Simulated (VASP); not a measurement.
# PbO2 (Fm-3m) in VASP: further runs

The runs below take PbO2 through single point, with revPBE, RPBE.

Program: VASP 6.6.1. These are calculated values, not measurements. Logs are shortened: lines on timing, memory, paths and dates and some standing lists are left out, and cuts for length are marked.

### Step 1. The cell of the first run

The structure is cubic, space group Fm-3m (No. 225). Conventional cell: a = 5.140 Å, b = 5.140 Å, c = 5.140 Å, α = 90.00°, β = 90.00°, γ = 90.00°. Pb (site symmetry m-3m) has 8 O at 2.23 Å within 2.9 Å. Within 2.9 Å of O (site symmetry -43m) lie 4 Pb at 2.23 Å and 6 O at 2.57 Å.

### Step 2. Single point, revPBE

Input file INCAR:

```
SYSTEM = PbO2
PREC     = Accurate       ! precision mode
ENCUT    = 600            ! plane-wave cutoff, eV
EDIFF    = 1E-6           ! SCF threshold, eV
ISMEAR   = -1             ! smearing method
SIGMA    = 0.1            ! smearing width, eV
LREAL    = .FALSE.        ! projectors in reciprocal space
LASPH    = .TRUE.         ! aspherical terms in the spheres
NELM     = 120            ! most SCF steps
ALGO     = Normal         ! electronic algorithm
ISIF     = 2              ! what is computed and relaxed
LWAVE    = .FALSE.        ! write WAVECAR
LCHARG   = .FALSE.        ! write CHGCAR
GGA      = RE             ! functional
NBANDS   = 20             ! bands
GGA_COMPAT= .FALSE.
```

Input file KPOINTS:

```
Automatic mesh
0
G
  6 6 6
  0 0 0
```

Input file POSCAR:

```
PbO2
1.0
    0.0000000000      2.5700000000      2.5700000000
    2.5700000000      0.0000000000      2.5700000000
    2.5700000000      2.5700000000      0.0000000000
Pb O
1 2
Direct
    0.0000000000      0.0000000000      0.0000000000
    0.2500000000      0.2500000000      0.2500000000
    0.7500000000      0.7500000000      0.7500000000
```

Potentials or basis: VASP PAW PBE potentials, release 64 (Pb_d, O).

Run with:

```console
$ cat potpaw_PBE.64/Pb_d/POTCAR potpaw_PBE.64/O/POTCAR > POTCAR
$ mpirun -np 1 vasp_std > vasp.out
```

OUTCAR:

```text
SYSTEM = PbO2
   PREC = Accurate
   ENCUT = 600
   EDIFF = 1E-6
   ISMEAR = -1
   LREAL = .FALSE.
   LASPH = .TRUE.
   NELM = 120
   ISIF = 2
   GGA = RE

 ion  position               nearest neighbor table
   1  0.000  0.000  0.000-   3 2.23   3 2.23   3 2.23   2 2.23   3 2.23   2 2.23   2 2.23   2 2.23

   2  0.250  0.250  0.250-   1 2.23   1 2.23   1 2.23   1 2.23
   3  0.750  0.750  0.750-   1 2.23   1 2.23   1 2.23   1 2.23

  LATTYP: Found a face centered cubic cell.
 ALAT       =     5.1400000000

  Lattice vectors:

 A1 = (   0.0000000000,   2.5700000000,   2.5700000000)
 A2 = (   2.5700000000,   0.0000000000,   2.5700000000)
 A3 = (   2.5700000000,   2.5700000000,   0.0000000000)

Analysis of symmetry for initial positions (statically):
=====================================================================
 Subroutine PRICEL returns:
 Original cell was already a primitive cell.

 Routine SETGRP: Setting up the symmetry group for a
 face centered cubic supercell.

 Subroutine GETGRP returns: Found 48 space group operations
 (whereof 48 operations were pure point group operations)
 out of a pool of 48 trial point group operations.

The static configuration has the point symmetry O_h .

Analysis of symmetry for dynamics (positions and initial velocities):
=====================================================================
 Subroutine PRICEL returns:
 Original cell was already a primitive cell.

 Routine SETGRP: Setting up the symmetry group for a
 face centered cubic supercell.

 Subroutine GETGRP returns: Found 48 space group operations
 (whereof 48 operations were pure point group operations)
 out of a pool of 48 trial point group operations.

The dynamic configuration has the point symmetry O_h .

 Subroutine INISYM returns: Found 48 space group operations
 (whereof 48 operations are pure point group operations),
 and found     1 'primitive' translations

----------------------------------------------------------------------------------------

                                     Primitive cell

  volume of cell :      33.9492

  direct lattice vectors                    reciprocal lattice vectors
     0.000000000  2.570000000  2.570000000    -0.194552529  0.194552529  0.194552529
     2.570000000  0.000000000  2.570000000     0.194552529 -0.194552529  0.194552529
     2.570000000  2.570000000  0.000000000     0.194552529  0.194552529 -0.194552529

  length of vectors
     3.634528855  3.634528855  3.634528855     0.336974865  0.336974865  0.336974865

  position of ions in fractional coordinates (direct lattice)
     0.000000000  0.000000000  0.000000000
     0.250000000  0.250000000  0.250000000
     0.750000000  0.750000000  0.750000000

  ion indices of the primitive-cell ions
   primitive index   ion index
                 1           1
                 2           2
                 3           3

----------------------------------------------------------------------------------------

 KPOINTS: Automatic mesh

Automatic generation of k-mesh.
 Grid dimensions read from file:
 generate k-points for:    6    6    6

 Generating k-lattice:

  Cartesian coordinates                     Fractional coordinates (reciprocal lattice)
    -0.032425422  0.032425422  0.032425422     0.166666667  0.000000000  0.000000000
     0.032425422 -0.032425422  0.032425422     0.000000000  0.166666667  0.000000000
     0.032425422  0.032425422 -0.032425422     0.000000000  0.000000000  0.166666667

  Length of vectors
     0.056162478  0.056162478  0.056162478

  Shift w.r.t. Gamma in fractional coordinates (k-lattice)
     0.000000000  0.000000000  0.000000000

 Subroutine IBZKPT returns following result:
 ===========================================

 Found     16 irreducible k-points:

 Following reciprocal coordinates:
            Coordinates               Weight
  0.000000  0.000000  0.000000      1.000000
  0.166667  0.000000  0.000000      8.000000
  0.333333  0.000000  0.000000      8.000000
  0.500000  0.000000  0.000000      4.000000
  0.166667  0.166667  0.000000      6.000000
  0.333333  0.166667  0.000000     24.000000
[... 8 lines left out ...]
 -0.333333  0.333333  0.166667     24.000000
 -0.333333  0.500000  0.166667     12.000000
   k-points           NKPTS =     16   k-points in BZ     NKDIM =     16   number of bands    NBANDS=     20
   number of dos      NEDOS =    301   number of ions     NIONS =      3
   total plane-waves  NPLWV =  27000
   dimension x,y,z NGX =    30 NGY =   30 NGZ =   30
   dimension x,y,z NGXF=    60 NGYF=   60 NGZF=   60
   ions per type =               1   2
   NGX,Y,Z   is equivalent  to a cutoff of  13.72, 13.72, 13.72 a.u.
   NGXF,Y,Z  is equivalent  to a cutoff of  27.44, 27.44, 27.44 a.u.
 SYSTEM =  PbO2
   PREC   = accura    normal or accurate (medium, high low for compatibility)
   ISTART =      0    job   : 0-new  1-cont  2-samecut
   ICHARG =      2    charge: 1-file 2-atom 10-const
   ISPIN  =      1    spin polarized calculation?
   LNONCOLLINEAR =      F non collinear calculations
   LSORBIT =      F    spin-orbit coupling
   LASPH  =      T    aspherical Exc in radial PAW
   ENCUT  =  600.0 eV  44.10 Ry    6.64 a.u.   7.26  7.26  7.26*2*pi/ulx,y,z
   NELM   =    120;   NELMIN=  2; NELMDL= -5     # of ELM steps
   EDIFF  = 0.1E-05   stopping-criterion for ELM
   LREAL  =      F    real-space projection
   EDIFFG = 0.1E-04   stopping-criterion for IOM
   NSW    =      0    number of steps for IOM
   IBRION =     -1    ionic relax: 0-MD 1-quasi-New 2-CG
   NFREE  =      0    steps in history (QN), initial steepest desc. (CG)
   ISIF   =      2    stress and relaxation
   ISYM   =      2    0-nonsym 1-usesym 2-fastsym
   POTIM  = 0.5000    time-step for ionic-motion
   TEBEG  =    0.0;   TEEND  =   0.0 temperature during run
   PSTRESS=    0.0 pullay stress
   NELECT =      26.0000    total number of electrons
   NUPDOWN=      -1.0000    fix difference up-down
   EMIN   =  10.00;   EMAX   =-10.00  energy-range for DOS
   EFERMI =   0.00;   METHOD = LEGACY
   ISMEAR =    -1;   SIGMA  =   0.10  broadening in eV -4-tet -1-fermi 0-gaus
   EFERMI_NEDOS =   21; number of points for ismear=-14 and -15
   IALGO  =     38    algorithm
   IMIX   =      4    mixing-type and parameters
     AMIX     =   0.40;   BMIX     =  1.00
     AMIX_MAG =   1.60;   BMIX_MAG =  1.00
  volume/ion in A,a.u.               =      11.32        76.37
  Fermi-wavevector in a.u.,A,eV,Ry     =   1.497808  2.830447 30.523704  2.243429
  Thomas-Fermi vector in A             =   2.609648
   LORBIT       =      0    0 simple, 1 ext, 2 COOP (PROOUT), +10 PAW based schemes
   GGA     = RE    functional components
   LHFCALC =     F    Hartree Fock is set to
   AEXX    =    0.0000 exact exchange contribution
   IVDW    =     0    specifies the selected vdW correction
   LEPSILON=     F    determine dielectric tensor
   LRPA    =     F    only Hartree local field effects (RPA)
 non-spin polarized calculation
  energy-cutoff  :      600.00
  volume of cell :       33.95
 maximum number of plane-waves:      1158
 NGX is ok and might be reduce to    30
   NGX = 15   NGY = 15   NGZ = 15

 number of electron      25.9999996 magnetization

 Free energy of the ion-electron system (eV)
  ---------------------------------------------------
  ext. energy  EPLUGINS =         0.00000000
  ---------------------------------------------------
  free energy    TOTEN  =       -13.98884216 eV

  energy without entropy =      -13.98466395  energy(sigma->0) =      -13.98675306

 E-fermi :   8.0798     XC(G=0): -11.8182

 val. band max:        7.8116515677   @ k =  -0.3333   0.5000   0.1667
 cond. band min:       8.8706512732   @ k =   0.1667   0.1667   0.0000
 fundamental gap:      1.0589997055
 Fermi energy:         8.0797959282

 k-point     1 :       0.0000    0.0000    0.0000
  band No.  band energies     occupation
      1     -12.0776      2.00000
      2      -8.2776      2.00000
      3      -8.1972      2.00000
      4      -8.1972      2.00000
      5      -8.1972      2.00000
      6      -7.7630      2.00000
[... 12 lines left out ...]
     19      24.2892      0.00000
     20      24.2892      0.00000

 k-point     2 :       0.1667    0.0000    0.0000
  band No.  band energies     occupation
      1     -11.8036      2.00000
      2      -9.3724      2.00000
      3      -8.1457      2.00000
      4      -8.1457      2.00000
      5      -7.7655      2.00000
      6      -7.7655      2.00000
[... 12 lines left out ...]
     19      24.1594      0.00000
     20      24.1594      0.00000

 k-point     3 :       0.3333    0.0000    0.0000
  band No.  band energies     occupation
      1     -11.2798      2.00000
      2      -9.9431      2.00000
      3      -8.0780      2.00000
      4      -8.0780      2.00000
      5      -7.7290      2.00000
      6      -7.7290      2.00000
[... 12 lines left out ...]
     19      24.0344      0.00000
     20      24.3716      0.00000

 k-point     4 :       0.5000    0.0000    0.0000
  band No.  band energies     occupation
      1     -11.1537      2.00000
      2      -9.8582      2.00000
      3      -8.0665      2.00000
      4      -8.0665      2.00000
      5      -7.6853      2.00000
      6      -7.6853      2.00000
[... 12 lines left out ...]
     19      23.9421      0.00000
     20      23.9421      0.00000

 k-point     5 :       0.1667    0.1667    0.0000
  band No.  band energies     occupation
      1     -11.7014      2.00000
      2      -9.5893      2.00000
      3      -8.0972      2.00000
      4      -8.0972      2.00000
      5      -7.8105      2.00000
      6      -7.7367      2.00000
[... 12 lines left out ...]
     19      24.2585      0.00000
     20      24.4973      0.00000
[... 169 lines left out ...]
      6      -7.6571      2.00000
[... 12 lines left out ...]
     19      24.1968      0.00000
     20      26.0946      0.00000

 k-point    14 :       0.5000    0.3333    0.1667
  band No.  band energies     occupation
      1     -10.7814      2.00000
      2     -10.5044      2.00000
      3      -7.9085      2.00000
      4      -7.8894      2.00000
      5      -7.7546      2.00000
      6      -7.4623      2.00000
[... 12 lines left out ...]
     19      24.4059      0.00000
     20      26.2569      0.00000

 k-point    15 :      -0.3333    0.3333    0.1667
  band No.  band energies     occupation
      1     -10.7528      2.00000
      2     -10.4625      2.00000
      3      -7.8923      2.00000
      4      -7.8536      2.00000
      5      -7.7256      2.00000
      6      -6.9240      2.00000
[... 12 lines left out ...]
     19      24.5668      0.00000
     20      26.2161      0.00000

 k-point    16 :      -0.3333    0.5000    0.1667
  band No.  band energies     occupation
      1     -10.7440      2.00000
      2     -10.4307      2.00000
      3      -7.9394      2.00000
      4      -7.7575      2.00000
      5      -7.7116      2.00000
      6      -7.1913      2.00000
[... 12 lines left out ...]
     19      25.1343      0.00000
     20      25.4336      0.00000

------------------------ aborting loop because EDIFF is reached ----------------------------------------

  FORCE on cell =-STRESS in cart. coord.  units (eV):
  Direction    XX          YY          ZZ          XY          YZ          ZX
  --------------------------------------------------------------------------------------
  -------------------------------------------------------------------------------------
  Total        7.0017024      7.0017024      7.0017024      0.0000000     -0.0000000     -0.0000000
  in kB      330.4341040    330.4341040    330.4341040      0.0000000     -0.0000000     -0.0000000
  external PRESSURE =     330.4341040 kB  Pullay stress =       0.0000000 kB

 VOLUME and BASIS-vectors are now :
 -----------------------------------------------------------------------------
  energy-cutoff  :      600.00
  volume of cell :       33.95
      direct lattice vectors                 reciprocal lattice vectors
     0.000000000  2.570000000  2.570000000    -0.194552529  0.194552529  0.194552529
     2.570000000  0.000000000  2.570000000     0.194552529 -0.194552529  0.194552529
     2.570000000  2.570000000  0.000000000     0.194552529  0.194552529 -0.194552529

 POSITION                                       TOTAL-FORCE (eV/Angst)
 -----------------------------------------------------------------------------------
      0.00000      0.00000      0.00000         0.000000      0.000000      0.000000
      1.28500      1.28500      1.28500         0.000000      0.000000      0.000000
      3.85500      3.85500      3.85500        -0.000000     -0.000000     -0.000000
 -----------------------------------------------------------------------------------
    total drift:                                0.000000     -0.000000      0.000000

  FREE ENERGIE OF THE ION-ELECTRON SYSTEM (eV)
  ---------------------------------------------------
  free  energy   TOTEN  =       -13.9888421609 eV

  energy  without entropy=      -13.9846639508  energy(sigma->0) =      -13.98675306
```

It took 22 s on 1 thread of Intel Xeon Platinum 8175M at 2.50GHz (Skylake/Cascade Lake), shared host; peak memory 0.17 GiB.

What came out:

```
Free energy            : -13.9888 eV
Pressure               : 33.0 GPa
Band gap on the k mesh : zero (bands 13 and 14 overlap by 1.47 eV)
```

Levels at points of the mesh, in eV from the Fermi level:
| k point | band 9 | band 10 | band 11 | band 12 | band 13 | band 14 | band 15 | band 16 | band 17 | band 18 |
| --- | --- | --- | --- | --- | --- | --- | --- | --- | --- | --- |
| (0.00, 0.00, 0.00) | -2.48 | -2.48 | -1.80 | -1.80 | -1.80 | -1.74 | 7.22 | 7.22 | 7.22 | 12.53 |
| (0.50, 0.00, 0.00) | -4.22 | -3.68 | -3.68 | -1.89 | -1.89 | 3.35 | 7.57 | 10.52 | 10.52 | 15.58 |
| (0.50, 0.50, 0.00) | -5.70 | -5.70 | -0.68 | -0.43 | -0.43 | 2.18 | 7.05 | 9.73 | 12.19 | 12.19 |

Caveat: the cell stands under pressure; the PAW data sets were made with another functional, which shifts forces and pressure a little; spin-orbit coupling is left out, which moves the levels of the heavy elements.

### Step 3. Single point, RPBE

Input file INCAR:

```
SYSTEM = PbO2
ALGO = Normal
EDIFF = 1E-6
ENCUT = 600
GGA = RP
GGA_COMPAT = .False.
ISIF = 2
ISMEAR = -1
LASPH = .True.
LCHARG = .False.
LREAL = .False.
LWAVE = .False.
NBANDS = 20
NELM = 120
PREC = Accurate
SIGMA = 0.1
```

Input file KPOINTS:

```
k-points
0
Gamma
  6 6 6
  0 0 0
```

POSCAR is that of step 2.

Potentials or basis: VASP PAW PBE potentials, release 64 (Pb_d, O).

Run with:

```console
$ cat potpaw_PBE.64/Pb_d/POTCAR potpaw_PBE.64/O/POTCAR > POTCAR
$ mpirun -np 1 vasp_std > vasp.out
```

Wall time 22 s (1 thread of Intel Xeon Platinum 8175M at 2.50GHz (Skylake/Cascade Lake), shared host); peak memory 0.17 GiB.

Results (log left out):

```yaml
Free_energy: -13.8007 eV
Pressure: 34.3 GPa
Band_gap_on_the_k_mesh: zero (bands 13 and 14 overlap by 1.46 eV)
```

Levels at points of the mesh, in eV from the Fermi level:
```
           k point  band 9  band 10  band 11  band 12  band 13  band 14  band 15  band 16  band 17  band 18
(0.00, 0.00, 0.00)   -2.48    -2.48    -1.80    -1.80    -1.80    -1.72     7.26     7.26     7.26    12.63
(0.50, 0.00, 0.00)   -4.21    -3.67    -3.67    -1.89    -1.89     3.36     7.62    10.54    10.54    15.63
(0.50, 0.50, 0.00)   -5.69    -5.69    -0.68    -0.43    -0.43     2.20     7.07     9.80    12.22    12.22
```

Caveat: the cell stands under pressure; the PAW data sets were made with another functional, which shifts forces and pressure a little; spin-orbit coupling is left out, which moves the levels of the heavy elements.

The gap in the log of VASP goes by the Fermi energy; the results here count the filled bands.